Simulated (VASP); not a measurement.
Here is a VASP 6.6.1 calculation.

Contents of INCAR:

```
SYSTEM = ZrC
PREC = Accurate ; ENCUT = 600
EDIFF = 1E-7 ; ISMEAR = -1
SIGMA = 0.1 ; LREAL = .FALSE.
LASPH = .TRUE. ; NELM = 60
ALGO = Normal ; ISIF = 3
LWAVE = .FALSE. ; LCHARG = .FALSE.
GGA = PS ; IBRION = 2
NSW = 100 ; EDIFFG = -0.002
```

KPOINTS

```
regular mesh
0
G
  18 18 18
  0 0 0
```

The input POSCAR:

```
ZrC
1.0
    0.0000000000      2.3650000000      2.3650000000
    2.3650000000      0.0000000000      2.3650000000
    2.3650000000      2.3650000000      0.0000000000
Zr C
1 1
Direct
    0.5000000000      0.5000000000      0.5000000000
    0.0000000000      0.0000000000      0.0000000000
```

Potentials or basis: VASP PAW PBE potentials, release 64 (Zr_sv, C).

Launch:

```sh
$ cat potpaw_PBE.64/Zr_sv/POTCAR potpaw_PBE.64/C/POTCAR > POTCAR
$ mpirun -np 1 vasp_std > vasp.out
```

Problem. Estimate the space group after relaxing (to 0.1 Å).

Solution. Fm-3m (No. 225).

Problem. Predict the relaxed volume.

Solution. 12.74 Å³/atom.

Problem. What does it give for the relaxed cell?

Solution. a = 3.303 Å, b = 3.303 Å, c = 3.303 Å, α = 60.00°, β = 60.00°, γ = 60.00°.

Problem. Estimate the band gap on the k mesh.

Solution. Zero (bands 8 and 9 overlap by 1.32 eV).

Final structure:
```
Zr C
1.0
     0.00000    2.33549    2.33549
     2.33549    0.00000    2.33549
     2.33549    2.33549    0.00000
Zr C
1 1
Cartesian
  2.3355 2.3355 2.3355
  0.0000 0.0000 0.0000
```

Caveat: the PAW data sets were made with another functional, which shifts forces and pressure a little.
